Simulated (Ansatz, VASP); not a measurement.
**NiGe3: VASP beside Ansatz**

```
Ni Ge
1.0
     3.88173    0.00000    0.00000
     0.00000    3.88173    0.00000
     0.00000    0.00000    3.88173
Ni Ge
1 3
Direct
  0.00000 0.00000 0.00000
  0.00000 0.50000 0.50000
  0.50000 0.00000 0.50000
  0.50000 0.50000 0.00000
```

Change from the starting cell: species swapped into the CuAu3 type (Pm-3m, No. 221).

Alike in both runs: task single point; functional PBE; k mesh 4 × 4 × 4; occupations gaussian, width 0.1 eV; collinear spin.

```csv
,VASP,Ansatz
version,VASP 6.6.1,Ansatz 0.2.0
potentials or method,"VASP PAW PBE potentials, release 64 (Ni, Ge_d), cutoff 520 eV","scalar-relativistic, plane waves, PAW"
valence electrons in the cell,52,60
```

|  | VASP | Ansatz | Ansatz less VASP |
| --- | --- | --- | --- |
| gap on the k mesh at the Fermi level (eV) | none | none | - |
| pressure (GPa) | 13.1 | 12.9 | -0.14 |
| net moment per atom (μB) | 0.06 | 0.07 | +0.009 |
| size of the moment on the site where the two differ most (μB) | 0.13 | 0.15 | +0.021 |

Site moments also hang on the region over which each program counts them. A gap of «none» marks a metal or a gap that the smearing closes. With one functional, cell and mesh, what is left measures potentials, basis and numerics. VASP's potentials hold 52 valence electrons a cell and Ansatz's 60, so a difference there can come from the potentials and not from the codes.

The k mesh is coarse, so the values compare programs but aren't converged.
